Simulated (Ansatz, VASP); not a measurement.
# CdTe: VASP beside Ansatz

File INCAR:

```
SYSTEM = CdTe
ALGO = Normal
EDIFF = 1E-8
ENCUT = 520
GGA = PE
ISIF = 2
ISMEAR = -1
LASPH = .TRUE.
LCHARG = .FALSE.
LEFG = .TRUE.
LREAL = .FALSE.
LWAVE = .FALSE.
NBANDS = 26
NELM = 60
PREC = Accurate
SIGMA = 0.05
```

KPOINTS

```
k-points
0
G
  9 9 6
  0 0 0
```

File POSCAR:

```
CdTe
1.0
    3.0754747658     -3.1048901686      0.0000000000
    3.0754747658      3.1048901686      0.0000000000
    0.0000000000      0.0000000000      6.1108868729
Cd Te
2 2
Direct
    0.2770300000      0.7229700000      0.7500000000
    0.7229700000      0.2770300000      0.2500000000
    0.7661370000      0.2338630000      0.7500000000
    0.2338630000      0.7661370000      0.2500000000
```

Input for Ansatz:

```yaml
crystal:
  lattice:
    - [3.0754747658, -3.1048901686, 0.0]
    - [3.0754747658, 3.1048901686, 0.0]
    - [0.0, 0.0, 6.1108868729]
  atoms:
    - { symbol: Cd, position: [0.27703, 0.72297, 0.75] }
    - { symbol: Cd, position: [0.72297, 0.27703, 0.25] }
    - { symbol: Te, position: [0.766137, 0.233863, 0.75] }
    - { symbol: Te, position: [0.233863, 0.766137, 0.25] }
kpoints:
  mp_grid: { grid: [9, 9, 6] }
scf:
  occupations: { method: fermi_dirac, width: 0.05 }
hamiltonian:
  xc: pbe
  pseudopotentials: { kind: all_electron, datasets: crystal }
output:
  forces: true
  stress: true
  eigenvalues: true
  efg: { contact_densities: true }
```

Change from the starting cell: volume scaled by 1.01, crystal datasets.

Alike in both runs: task electric field gradients; functional PBE; k mesh 9 × 9 × 6; occupations fermi-dirac, width 0.05 eV; no spin polarisation.

|  | VASP | Ansatz |
| --- | --- | --- |
| version | VASP 6.6.1 | Ansatz 0.2.0 |
| potentials or method | VASP PAW PBE potentials, release 64 (Cd, Te), cutoff 520 eV | all-electron PAW with datasets made for the crystal, scalar-relativistic |

VASP gave:

* pressure (GPa): -0.6
* traceless stress, the component that is largest in VASP (GPa): 0.24
* rms of the force components (eV/Å): 0.022
* size of Vzz on the site where it differs most (V/Å²): 8.9

Task: Which values does Ansatz return?

Result: Pressure (GPa): -0.7; traceless stress, the component that is largest in VASP (GPa): 0.23; rms of the force components (eV/Å): 0.024; size of Vzz on the site where it differs most (V/Å²): 9.7.

Atom by atom the forces differ by 0.002 eV/Å (rms over components). Ansatz ran all-electron here, and VASP with PAW potentials.

Neither program's run includes spin-orbit coupling.
